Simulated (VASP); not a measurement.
# HfCl2 (R-3m) in VASP: single point with PBE+D3(BJ)

Aim: the single point of HfCl2 with PBE+D3(BJ).

All numbers are computed with VASP 6.6.1; they aren't measurements. Logs are shortened: lines on timing, memory, paths and dates and some standing lists are left out, and cuts for length are marked.

## (1) The cell of the first run

Symmetry: R-3m, No. 166, trigonal system. The conventional cell has a = 3.241 Å, b = 3.241 Å, c = 20.141 Å, α = 90.00°, β = 90.00°, γ = 120.00°. Within 3.4 Å of Hf (site symmetry -3m) lie 6 Cl at 2.61 Å and 6 Hf at 3.24 Å. Cl (site symmetry 3m) has 3 Hf at 2.61 Å and 6 Cl at 3.24 Å within 3.4 Å.

## (2) Single point, PBE+D3(BJ)

The input, INCAR:

```
  PREC = Accurate
  ENCUT = 520
  EDIFF = 1E-6
  ISMEAR = 0
  SIGMA = 0.1
  LREAL = F
  LASPH = T
  NELM = 80
  ALGO = Normal
  ISIF = 2
  LWAVE = F
  LCHARG = F
  GGA = PE
  IVDW = 12
  NBANDS = 19
```

The input, KPOINTS:

```
regular mesh
0
Gamma
  18 18 18
```

The input, POSCAR:

```
HfCl2
1.0
    1.6207106348      0.9357177213      6.7135095778
   -1.6207106348      0.9357177213      6.7135095778
    0.0000000000     -1.8714354426      6.7135095777
Hf Cl
1 2
Direct
    0.5000000000      0.5000000000      0.5000000000
    0.7432370765      0.7432370765      0.7432370765
    0.2567629235      0.2567629235      0.2567629235
```

Potentials or basis: VASP PAW PBE potentials, release 64 (Hf_pv, Cl).

Started as:

```sh
$ cat potpaw_PBE.64/Hf_pv/POTCAR potpaw_PBE.64/Cl/POTCAR > POTCAR
$ mpirun -np 1 vasp_std > vasp.out
```

OUTCAR:

```text
PREC = Accurate
   ENCUT = 520
   EDIFF = 1E-6
   ISMEAR = 0
   LREAL = F
   LASPH = T
   NELM = 80
   ISIF = 2
   GGA = PE
   IVDW = 12
 IVDW          = 12

 ion  position               nearest neighbor table
   1  0.500  0.500  0.500-   3 2.61   2 2.61   3 2.61   3 2.61   2 2.61   2 2.61
   2  0.743  0.743  0.743-   1 2.61   1 2.61   1 2.61
   3  0.257  0.257  0.257-   1 2.61   1 2.61   1 2.61

  LATTYP: Found a trigonal (rhomboedric) cell.
 ALAT       =     6.9694678037
 COS(alpha) =     0.8918462139

  Lattice vectors:

 A1 = (   1.6207106348,   0.9357177213,   6.7135095778)
 A2 = (  -1.6207106348,   0.9357177213,   6.7135095778)
 A3 = (   0.0000000000,  -1.8714354426,   6.7135095777)

Analysis of symmetry for initial positions (statically):
=====================================================================
 Subroutine PRICEL returns:
 Original cell was already a primitive cell.

 Routine SETGRP: Setting up the symmetry group for a
 trigonal (rhombohedral) supercell.

 Subroutine GETGRP returns: Found 12 space group operations
 (whereof 12 operations were pure point group operations)
 out of a pool of 12 trial point group operations.

The static configuration has the point symmetry D_3d.

Analysis of symmetry for dynamics (positions and initial velocities):
=====================================================================
 Subroutine PRICEL returns:
 Original cell was already a primitive cell.

 Routine SETGRP: Setting up the symmetry group for a
 trigonal (rhombohedral) supercell.

 Subroutine GETGRP returns: Found 12 space group operations
 (whereof 12 operations were pure point group operations)
 out of a pool of 12 trial point group operations.

The dynamic configuration has the point symmetry D_3d.

 Subroutine INISYM returns: Found 12 space group operations
 (whereof 12 operations are pure point group operations),
 and found     1 'primitive' translations

----------------------------------------------------------------------------------------

                                     Primitive cell

  volume of cell :      61.0873

  direct lattice vectors                    reciprocal lattice vectors
     1.620710635  0.935717721  6.713509578     0.308506645  0.178116394  0.049651129
    -1.620710635  0.935717721  6.713509578    -0.308506645  0.178116394  0.049651129
     0.000000000 -1.871435443  6.713509578     0.000000000 -0.356232789  0.049651129

  length of vectors
     6.969467804  6.969467804  6.969467804     0.359676291  0.359676291  0.359676291

  position of ions in fractional coordinates (direct lattice)
     0.500000000  0.500000000  0.500000000
     0.743237077  0.743237077  0.743237077
     0.256762923  0.256762923  0.256762923

  ion indices of the primitive-cell ions
   primitive index   ion index
                 1           1
                 2           2
                 3           3

----------------------------------------------------------------------------------------

 KPOINTS: regular mesh

Automatic generation of k-mesh.
 Grid dimensions read from file:
 generate k-points for:   18   18   18

 Generating k-lattice:

  Cartesian coordinates                     Fractional coordinates (reciprocal lattice)
     0.017139258  0.009895355  0.002758396     0.055555556  0.000000000  0.000000000
    -0.017139258  0.009895355  0.002758396     0.000000000  0.055555556  0.000000000
     0.000000000 -0.019790710  0.002758396     0.000000000  0.000000000  0.055555556

  Length of vectors
     0.019982016  0.019982016  0.019982016

  Shift w.r.t. Gamma in fractional coordinates (k-lattice)
     0.000000000  0.000000000  0.000000000

 Subroutine IBZKPT returns following result:
 ===========================================

 Found    580 irreducible k-points:

 Following reciprocal coordinates:
            Coordinates               Weight
  0.000000  0.000000  0.000000      1.000000
  0.055556  0.000000  0.000000      6.000000
  0.111111  0.000000  0.000000      6.000000
  0.166667 -0.000000  0.000000      6.000000
  0.222222  0.000000 -0.000000      6.000000
  0.277778  0.000000  0.000000      6.000000
[... 16 lines left out ...]
 -0.277778  0.055556  0.000000     12.000000
 -0.222222  0.055556  0.000000     12.000000
 [... further k-points ...]
   k-points           NKPTS =    580   k-points in BZ     NKDIM =    580   number of bands    NBANDS=     19
   number of dos      NEDOS =    301   number of ions     NIONS =      3
   total plane-waves  NPLWV = 157464
   dimension x,y,z NGX =    54 NGY =   54 NGZ =   54
   dimension x,y,z NGXF=   108 NGYF=  108 NGZF=  108
   ions per type =               1   2
   NGX,Y,Z   is equivalent  to a cutoff of  12.88, 12.88, 12.88 a.u.
   NGXF,Y,Z  is equivalent  to a cutoff of  25.76, 25.76, 25.76 a.u.
 SYSTEM =  unknown system
   PREC   = accura    normal or accurate (medium, high low for compatibility)
   ISTART =      0    job   : 0-new  1-cont  2-samecut
   ICHARG =      2    charge: 1-file 2-atom 10-const
   ISPIN  =      1    spin polarized calculation?
   LNONCOLLINEAR =      F non collinear calculations
   LSORBIT =      F    spin-orbit coupling
   LASPH  =      T    aspherical Exc in radial PAW
   ENCUT  =  520.0 eV  38.22 Ry    6.18 a.u.  12.96 12.96 12.96*2*pi/ulx,y,z
   NELM   =     80;   NELMIN=  2; NELMDL= -5     # of ELM steps
   EDIFF  = 0.1E-05   stopping-criterion for ELM
   LREAL  =      F    real-space projection
   EDIFFG = 0.1E-04   stopping-criterion for IOM
   NSW    =      0    number of steps for IOM
   IBRION =     -1    ionic relax: 0-MD 1-quasi-New 2-CG
   NFREE  =      0    steps in history (QN), initial steepest desc. (CG)
   ISIF   =      2    stress and relaxation
   ISYM   =      2    0-nonsym 1-usesym 2-fastsym
   POTIM  = 0.5000    time-step for ionic-motion
   TEBEG  =    0.0;   TEEND  =   0.0 temperature during run
   PSTRESS=    0.0 pullay stress
   NELECT =      24.0000    total number of electrons
   NUPDOWN=      -1.0000    fix difference up-down
   EMIN   =  10.00;   EMAX   =-10.00  energy-range for DOS
   EFERMI =   0.00;   METHOD = LEGACY
   ISMEAR =     0;   SIGMA  =   0.10  broadening in eV -4-tet -1-fermi 0-gaus
   EFERMI_NEDOS =   21; number of points for ismear=-14 and -15
   IALGO  =     38    algorithm
   IMIX   =      4    mixing-type and parameters
     AMIX     =   0.40;   BMIX     =  1.00
     AMIX_MAG =   1.60;   BMIX_MAG =  1.00
  volume/ion in A,a.u.               =      20.36       137.41
  Fermi-wavevector in a.u.,A,eV,Ry     =   1.199025  2.265828 19.560559  1.437661
  Thomas-Fermi vector in A             =   2.334898
   LORBIT       =      0    0 simple, 1 ext, 2 COOP (PROOUT), +10 PAW based schemes
   GGA     = PE    functional components
   LHFCALC =     F    Hartree Fock is set to
   AEXX    =    0.0000 exact exchange contribution
   IVDW    =    12    specifies the selected vdW correction
   LEPSILON=     F    determine dielectric tensor
   LRPA    =     F    only Hartree local field effects (RPA)
 non-spin polarized calculation
 Gauss-broadening in eV      SIGMA  =   0.10
  energy-cutoff  :      520.00
  volume of cell :       61.09
 maximum number of plane-waves:      1673
 NGX is ok and might be reduce to    54
   NGX = 25   NGY = 25   NGZ = 25

 number of electron      23.9999998 magnetization

 Free energy of the ion-electron system (eV)
  ---------------------------------------------------
  ext. energy  EPLUGINS =         0.00000000
  ---------------------------------------------------
  free energy    TOTEN  =       -17.75206638 eV

  energy without entropy =      -17.74777336  energy(sigma->0) =      -17.74991987

 E-fermi :   5.7669     XC(G=0): -10.0907

 val. band max:        5.7604253681   @ k =  -0.2222   0.5000   0.0556
 cond. band min:       5.7709348315   @ k =  -0.3889   0.4444   0.3333
 fundamental gap:      0.0105094634
 Fermi energy:         5.7668989401

 k-point     1 :       0.0000    0.0000    0.0000
  band No.  band energies     occupation
      1     -25.9913      2.00000
      2     -25.5827      2.00000
      3     -25.5827      2.00000
      4     -12.5003      2.00000
      5     -11.7494      2.00000
      6      -2.5210      2.00000
[... 11 lines left out ...]
     18      10.6359      0.00000
     19      14.1871      0.00000

 k-point     2 :       0.0556    0.0000    0.0000
  band No.  band energies     occupation
      1     -25.9878      2.00000
      2     -25.5998      2.00000
      3     -25.5865      2.00000
      4     -12.4672      2.00000
      5     -11.7383      2.00000
      6      -2.4613      2.00000
[... 11 lines left out ...]
     18      10.8796      0.00000
     19      14.0601      0.00000

 k-point     3 :       0.1111    0.0000    0.0000
  band No.  band energies     occupation
      1     -25.9776      2.00000
      2     -25.6487      2.00000
      3     -25.5973      2.00000
      4     -12.3711      2.00000
      5     -11.7054      2.00000
      6      -2.2891      2.00000
[... 11 lines left out ...]
     18      11.4784      0.00000
     19      13.7393      0.00000

 k-point     4 :       0.1667   -0.0000    0.0000
  band No.  band energies     occupation
      1     -25.9620      2.00000
      2     -25.7228      2.00000
      3     -25.6138      2.00000
      4     -12.2215      2.00000
      5     -11.6523      2.00000
      6      -2.0260      2.00000
[... 407 lines left out ...]
     18      11.6966      0.00000
     19      13.0466      0.00000

 k-point    23 :      -0.2778    0.0556    0.0000
  band No.  band energies     occupation
      1     -25.9520      2.00000
      2     -25.9094      2.00000
      3     -25.6737      2.00000
      4     -11.7287      2.00000
      5     -11.4332      2.00000
      6      -1.2769      2.00000
[... 11 lines left out ...]
     18      11.9980      0.00000
     19      13.3709      0.00000

 k-point    24 :      -0.2222    0.0556    0.0000
  band No.  band energies     occupation
      1     -25.9311      2.00000
      2     -25.8622      2.00000
      3     -25.6513      2.00000
      4     -11.9180      2.00000
      5     -11.5310      2.00000
      6      -1.5186      2.00000
[... 11 lines left out ...]
     18      12.3319      0.00000
     19      13.2488      0.00000

 [... further k-points ...]

------------------------ aborting loop because EDIFF is reached ----------------------------------------

 Edisp (eV)   -0.91625

 E8    (eV) :    -0.3871

  FORCE on cell =-STRESS in cart. coord.  units (eV):
  Direction    XX          YY          ZZ          XY          YZ          ZX
  --------------------------------------------------------------------------------------
  -------------------------------------------------------------------------------------
  Total      -0.26246    -0.26246    -0.29577     0.00000    -0.00000     0.00000
  in kB      -6.88381    -6.88381    -7.75734     0.00000    -0.00000     0.00000
  external pressure =       -7.17 kB  Pullay stress =        0.00 kB

 VOLUME and BASIS-vectors are now :
 -----------------------------------------------------------------------------
  energy-cutoff  :      520.00
  volume of cell :       61.09
      direct lattice vectors                 reciprocal lattice vectors
     1.620710635  0.935717721  6.713509578     0.308506645  0.178116394  0.049651129
    -1.620710635  0.935717721  6.713509578    -0.308506645  0.178116394  0.049651129
     0.000000000 -1.871435443  6.713509578     0.000000000 -0.356232789  0.049651129

 POSITION                                       TOTAL-FORCE (eV/Angst)
 -----------------------------------------------------------------------------------
      0.00000      0.00000     10.07026        -0.000000     -0.000000     -0.000000
      0.00000      0.00000     14.96919         0.000000      0.000000      0.076312
      0.00000      0.00000      5.17134         0.000000     -0.000000     -0.076312
 -----------------------------------------------------------------------------------
    total drift:                               -0.000000     -0.000000      0.000000

  FREE ENERGIE OF THE ION-ELECTRON SYSTEM (eV)
  ---------------------------------------------------
  free  energy   TOTEN  =       -18.6683137121 eV

  energy  without entropy=      -18.6640206938  energy(sigma->0) =      -18.66616720
```

Run time: 46 min. Hardware: 1 thread of Intel Xeon 8259CL, shared host; peak memory 0.84 GiB.

What came out:

```
Free energy                : -18.6683 eV
Pressure                   : -0.7 GPa
Largest force              : 0.076 eV/Å
Band gap on the k mesh     : zero (bands 12 and 13 overlap by 0.81 eV)
Dispersion energy per atom : -0.305 eV
```

Forces on the atoms (eV/Å):
```
Hf   0.000  0.000  0.000
Cl   0.000  0.000  0.076
Cl   0.000  0.000 -0.076
```

Levels at points of the mesh, in eV from the Fermi level:
| k point | band 9 | band 10 | band 11 | band 12 | band 13 | band 14 | band 15 | band 16 |
| --- | --- | --- | --- | --- | --- | --- | --- | --- |
| (0.00, 0.00, 0.00) | -4.39 | -3.52 | -3.52 | -1.74 | 0.91 | 0.91 | 2.62 | 2.87 |
| (0.50, 0.00, 0.00) | -5.27 | -5.14 | -4.30 | -1.87 | 3.04 | 3.29 | 3.60 | 3.80 |
| (0.50, 0.50, 0.00) | -5.45 | -5.02 | -4.46 | -2.09 | 2.56 | 3.10 | 3.51 | 4.27 |
| (0.50, 0.50, 0.50) | -4.34 | -3.60 | -3.60 | -1.04 | 0.95 | 0.95 | 2.86 | 2.86 |

Caveat: spin-orbit coupling is left out, which moves the levels of the heavy elements.
